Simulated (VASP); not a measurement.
**AlRu: single point with PBEsol**

Crystal: AlRu.

```
CELL_PARAMETERS angstrom
2.97641 0.00000 0.00000
0.00000 2.97641 0.00000
0.00000 0.00000 2.97641
ATOMIC_POSITIONS crystal
Al 0.94655 0.94655 0.00000
Ru 0.50000 0.50000 0.50000
```

This cell differs from its parent crystal: atom 1 (Al) moved by (-0.225, +0.000) A along [1 1 0] and z.

- Program: VASP 6.6.1
- Task: single point
- Functional: PBEsol
- Potentials or basis: VASP PAW PBE potentials, release 64 (Al, Ru_pv)
- Cutoff: 520 eV
- k mesh: 20 × 20 × 20
- Occupations: gaussian, width 0.15 eV
- Spin: no spin polarisation
- Dipole correction: no
- Further INCAR settings: ALGO = Fast; EDIFF = 1e-06; NBANDS = 16

```
Pressure               : 4.2 GPa
Largest force          : 1.962 eV/Å
Band gap on the k mesh : zero (an odd number of electrons rules out a gap without spin polarisation)
```

Forces in eV/Å, atoms in the order of the input:
```
Al   1.388  1.388  0.000
Ru  -1.388 -1.388  0.000
```

Stress tensor (GPa, compression positive):
```
3.40 4.12 0.00
4.12 3.40 0.00
0.00 0.00 5.79
```

Levels at points of the mesh, in eV from the Fermi level:
```tsv
k point	band 6	band 7	band 8	band 9	band 10	band 11	band 12	band 13
(0.00, 0.00, 0.00)	-3.69	0.11	0.21	0.23	6.18	6.25	6.36	11.19
(0.50, 0.00, 0.00)	-2.91	-1.65	-1.58	0.42	2.37	7.56	11.12	11.18
(0.00, 0.00, 0.50)	-2.89	-1.66	-1.62	0.45	2.33	7.49	11.30	11.34
(0.50, 0.50, 0.00)	-1.35	-1.27	-1.17	-1.17	1.58	5.43	6.36	10.88
(0.00, 0.50, 0.50)	-1.57	-1.50	-0.95	-0.89	1.57	5.39	6.30	11.10
(0.50, 0.50, 0.50)	-4.66	1.67	1.67	2.63	4.11	4.17	4.19	8.77
```

It took 3.6 min on 1 thread of Intel(R) Xeon(R) Platinum 8375C CPU @ 2.90GHz (Ice Lake), with other jobs on the host, peak memory 0.57 GiB.

Caveat: the cell differs from its parent crystal (atom 1 (Al) moved by (-0.225, +0.000) A along [1 1 0] and z); the cell stands under pressure; the PAW data sets were made with another functional, which shifts forces and pressure a little.
